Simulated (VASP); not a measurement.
**SnTe: single point with PBE**

SnTe:

```xyz
2
Lattice="3.9047 0.0000 0.0000 0.0000 3.9047 0.0000 0.0000 0.0000 3.9047" Properties=species:S:1:pos:R:3 pbc="T T T"
Te    1.9524    1.9524    1.9524
Sn    0.0000    0.0000    0.0000
```

```yaml
Program: VASP 6.6.1
Task: single point
Functional: PBE
Potentials_or_basis: VASP PAW PBE potentials, release 64 (Te, Sn_d)
Cutoff: 520 eV
k_mesh: 7 × 7 × 7
Occupations: gaussian, width 0.013 eV
Spin: no spin polarisation
```

The pressure is -1.2 GPa and the band gap on the k mesh is zero (band 10 reaches 7.21 eV, above the bottom of band 11 at 6.18 eV).

Levels at points of the mesh, in eV from the Fermi level:
| k point | band 7 | band 8 | band 9 | band 10 | band 11 | band 12 | band 13 | band 14 |
| --- | --- | --- | --- | --- | --- | --- | --- | --- |
| (0.00, 0.00, 0.00) | -5.23 | -1.67 | -1.67 | -1.67 | 3.66 | 3.66 | 5.43 | 5.43 |

It took 34 s on 1 thread of Intel(R) Xeon(R) Platinum 8259CL CPU @ 2.50GHz (Skylake/Cascade Lake) (shared host), peak memory 0.17 GiB.

Caveat: spin-orbit coupling is left out, which moves the levels of the heavy elements.
